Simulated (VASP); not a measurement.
C: single point with revPBE

The system is C.

```xyz
1
Lattice="-1.1932 1.1932 1.1932 1.1932 -1.1932 1.1932 1.1932 1.1932 -1.1932" Properties=species:S:1:pos:R:3 pbc="T T T"
C     0.0000    0.0000    0.0000
```

| Property | Result |
| --- | --- |
| Program | VASP 6.6.1 |
| Task | single point |
| Functional | revPBE |
| Potentials or basis | VASP PAW PBE potentials, release 64 (C) |
| Cutoff | 520 eV |
| k mesh | 21 × 21 × 21 |
| Occupations | fermi-dirac, width 0.1 eV |
| Spin | no spin polarisation |

```json
{
 "Pressure": "-0.4 GPa",
 "Band gap on the k mesh": "zero (band 2 reaches 17.33 eV, above the bottom of band 3 at 3.41 eV)"
}
```

Levels at points of the mesh, in eV from the Fermi level:
```csv
k point,band 1,band 2,band 3,band 4,band 5
"(0.00, 0.00, 0.00)",-19.44,8.99,8.99,8.99,32.90
```

Wall time 20 s on 1 thread of Intel Xeon 8259CL (shared host), peak memory 0.09 GiB.

Caveat: the PAW data sets were made with another functional, which shifts forces and pressure a little.
